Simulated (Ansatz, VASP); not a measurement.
# One calculation of FeO, two programs

```xyz
2
Lattice="0.0000 2.0452 2.0452 2.0452 0.0000 2.0452 2.0452 2.0452 0.0000" Properties=species:S:1:pos:R:3 pbc="T T T"
Fe    0.0000    0.0000    0.0000
O     2.0452    2.0452    2.0452
```

Alike in both runs: task single point; functional PBE; k mesh 14 × 14 × 14; occupations gaussian, width 0.05 eV; no spin polarisation.

|  | VASP | Ansatz |
| --- | --- | --- |
| version | VASP 6.6.1 | Ansatz 0.2.0 |
| potentials or method | VASP PAW PBE potentials, release 64 (Fe_sv, O), cutoff 600 eV | scalar-relativistic, plane waves, PAW |
| valence electrons in the cell | 22 | 22 |

```tsv
	VASP	Ansatz	Ansatz less VASP
gap on the k mesh at the Fermi level (eV)	none	none	-
pressure (GPa)	-2.6	0.0	+2.62
```

A gap of «none» marks a metal or a gap that the smearing closes.
